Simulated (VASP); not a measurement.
Write the native input for VASP 6.6.1 that does the following.

* Task: single point
* Functional: BLYP
* Potentials or basis: VASP PAW PBE potentials, release 64 (Au, Al)
* Cutoff: 520 eV
* k mesh: 5 × 5 × 5
* Occupations: fermi-dirac, width 0.05 eV
* Spin: no spin polarisation
* Dipole correction: no
* Further INCAR settings: ALGO = Fast; EDIFF = 1e-06; NBANDS = 18

The structure of Al3Au lies in POSCAR:

```
Al3Au
1.0
   -2.0253330000      2.0253330000      4.0566000000
    2.0253330000     -2.0253330000      4.0566000000
    2.0253330000      2.0253330000     -4.0566000000
Au Al
1 3
Direct
    0.0000000000      0.0000000000      0.0000000000
    0.5000000000      0.5000000000      0.0000000000
    0.2500000000      0.7500000000      0.5000000000
    0.7500000000      0.2500000000      0.5000000000
```

One way to write it, as run:

INCAR

```
PREC     = Accurate       # precision mode
ENCUT    = 520            # plane-wave cutoff, eV
EDIFF    = 1E-6           # SCF threshold, eV
ISMEAR   = -1             # smearing method
SIGMA    = 0.05           # smearing width, eV
LREAL    = F              # projectors in reciprocal space
LASPH    = T              # aspherical terms in the spheres
NELM     = 80             # most SCF steps
ALGO     = Fast           # electronic algorithm
ISIF     = 2              # what is computed and relaxed
LWAVE    = F              # write WAVECAR
LCHARG   = F              # write CHGCAR
GGA      = B5             # functional
ALDAX    = 1.0          
AGGAX    = 1.0          
AGGAC    = 1.0          
ALDAC    = 0.0          
NBANDS   = 18             # bands
```

KPOINTS

```
regular mesh
0
Gamma
  5 5 5
```

Potentials or basis: VASP PAW PBE potentials, release 64 (Au, Al).

The run is started by

```bash
$ cat potpaw_PBE.64/Au/POTCAR potpaw_PBE.64/Al/POTCAR > POTCAR
$ mpirun -np 1 vasp_std > vasp.out
```

Results of the run:

```
Pressure               : 5.3 GPa
Band gap on the k mesh : zero (band 10 reaches 11.07 eV, above the bottom of band 11 at 7.72 eV)
```

Caveat: the k points lie up to 0.44 Å⁻¹ apart; the PAW data sets were made with another functional, which shifts forces and pressure a little; spin-orbit coupling is left out, which moves the levels of the heavy elements.

Wall time 28 s on 1 thread of Intel(R) Xeon(R) 6975P-C (Granite Rapids), on a shared host, peak memory 0.23 GiB.
